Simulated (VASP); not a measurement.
GaSb: single point with RPBE

Crystal: GaSb.

```
Sb Ga
1.0
     0.00000    3.03847    3.03847
     3.03847    0.00000    3.03847
     3.03847    3.03847    0.00000
Sb Ga
1 1
Cartesian
  4.5577 4.5577 4.5577
  0.0000 0.0000 0.0000
```

- Program: VASP 6.6.1
- Task: single point
- Functional: RPBE
- Potentials or basis: VASP PAW PBE potentials, release 64 (Sb, Ga_d)
- Cutoff: 520 eV
- k mesh: 8 × 8 × 8
- Occupations: fermi-dirac, width 0.05 eV
- Spin: no spin polarisation
- Dipole correction: no
- Further INCAR settings: ALGO = Normal; EDIFF = 1e-07; NBANDS = 16

```
Pressure               : 5.2 GPa
Band gap on the k mesh : 0.28 eV, direct
```

Levels at points of the mesh, in eV from the valence-band top:
```tsv
k point	band 7	band 8	band 9	band 10	band 11	band 12
(0.00, 0.00, 0.00)	0.00	0.00	0.00	0.28	2.78	2.78
(0.50, 0.00, 0.00)	-6.43	-1.19	-1.19	0.52	3.77	3.77
(0.50, 0.50, 0.00)	-6.87	-2.64	-2.64	0.96	1.31	8.85
```

Run time: 13 s on 1 thread of Intel(R) Xeon(R) Platinum 8559C (Emerald Rapids) (shared host), peak memory 0.18 GiB.

Caveat: the PAW data sets were made with another functional, which shifts forces and pressure a little; spin-orbit coupling is left out, which moves the levels of the heavy elements. A k mesh can miss the band edges.
